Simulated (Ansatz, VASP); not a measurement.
**Two plane-wave programs on PbS**

```xyz
2
Lattice="0.0000 2.9650 2.9650 2.9650 0.0000 2.9650 2.9650 2.9650 0.0000" Properties=species:S:1:pos:R:3 pbc="T T T"
Pb    0.0000    0.0000    0.0000
S     2.7650    2.9650    2.9650
```

Alike in both runs: task single point; functional r2SCAN; k mesh 8 × 8 × 8; occupations gaussian, width 0.05 eV; no spin polarisation.

|  | VASP | Ansatz |
| --- | --- | --- |
| version | VASP 6.6.1 | Ansatz 0.2.0 |
| potentials or method | VASP PAW PBE potentials, release 64 (Pb_d, S), cutoff 550 eV | scalar-relativistic, plane waves, PAW |
| valence electrons in the cell | 20 | 20 |

|  | VASP | Ansatz | Ansatz less VASP |
| --- | --- | --- | --- |
| gap on the k mesh at the Fermi level (eV) | 0.88 | 0.88 | -0.008 |
| least direct gap on the mesh (eV) | 0.88 | 0.88 | -0.008 |
| pressure (GPa) | 2.0 | 2.0 | 0.00 |
| traceless stress, the component that is largest in VASP (GPa) | 1.09 | 1.08 | -0.013 |
| rms of the force components (eV/Å) | 0.112 | 0.107 | -0.0047 |

VASP's potentials were made for PBE, not for r2SCAN. Atom by atom the forces differ by 0.005 eV/Å (rms over components). With one functional, cell and mesh, what is left measures potentials, basis and numerics.

Spin-orbit coupling is off throughout.
